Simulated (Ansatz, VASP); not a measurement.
MgI2: VASP beside Ansatz

The input INCAR:

```
PREC = Accurate ; ENCUT = 520
EDIFF = 1E-6 ; ISMEAR = 0
SIGMA = 0.05 ; LREAL = False
LASPH = True ; NELM = 60
ALGO = Normal ; ISIF = 2
LWAVE = False ; LCHARG = False
NBANDS = 15
```

KPOINTS

```
regular mesh
0
Gamma
  6 6 4
```

File POSCAR:

```
MgI2
1.0
    4.0036596225      0.0000000000      0.0000000000
   -2.0018298112      3.4672709412      0.0000000000
    0.0000000000      0.0000000000      6.5674753639
Mg I
1 2
Direct
    0.0000000000      0.0000000000      0.0000000000
    0.3333333333      0.6666666667      0.7598241385
    0.6666666667      0.3333333333      0.2401758615
```

Input for Ansatz:

```yaml
crystal:
  lattice:
    - [4.0036596225, 0.0, 0.0]
    - [-2.0018298112, 3.4672709412, 0.0]
    - [0.0, 0.0, 6.5674753639]
  atoms:
    - { symbol: Mg, position: [0.0, 0.0, 0.0] }
    - { symbol: I, position: [0.3333333333, 0.6666666667, 0.7598241385] }
    - { symbol: I, position: [0.6666666667, 0.3333333333, 0.2401758615] }
basis:
  ecutwfc: 520.0
kpoints:
  mp_grid: { grid: [6, 6, 4] }
hamiltonian:
  xc: lda
scf:
  occupations: { method: gaussian, width: 0.05 }
output:
  forces: true
  stress: true
  eigenvalues: true
```

Alike in both runs: task single point; functional LDA; k mesh 6 × 6 × 4; occupations gaussian, width 0.05 eV; no spin polarisation.

```csv
,VASP,Ansatz
version,VASP 6.6.1,Ansatz 0.2.0
potentials or method,"VASP PAW LDA potentials, release 64 (Mg, I), cutoff 520 eV","scalar-relativistic, plane waves, PAW"
valence electrons in the cell,16,44
```

VASP gave:

- gap on the k mesh at the Fermi level (eV): 3.33
- least direct gap on the mesh (eV): 3.92
- pressure (GPa): 3.1
- traceless stress, the component that is largest in VASP (GPa): 0.38
- rms of the force components (eV/Å): 0.292

Problem. What did Ansatz give for the same quantities?

Solution. gap on the k mesh at the Fermi level (eV): 3.35; least direct gap on the mesh (eV): 3.90; pressure (GPa): 3.2; traceless stress, the component that is largest in VASP (GPa): 0.35; rms of the force components (eV/Å): 0.294.

LDA's correlation is that of Perdew and Zunger in VASP and of Perdew and Wang (1992) in Ansatz. Atom by atom the forces differ by 0.002 eV/Å (rms over components). VASP's potentials hold 16 valence electrons a cell and Ansatz's 44, so a difference there can come from the potentials and not from the codes.

Neither program's run includes spin-orbit coupling.
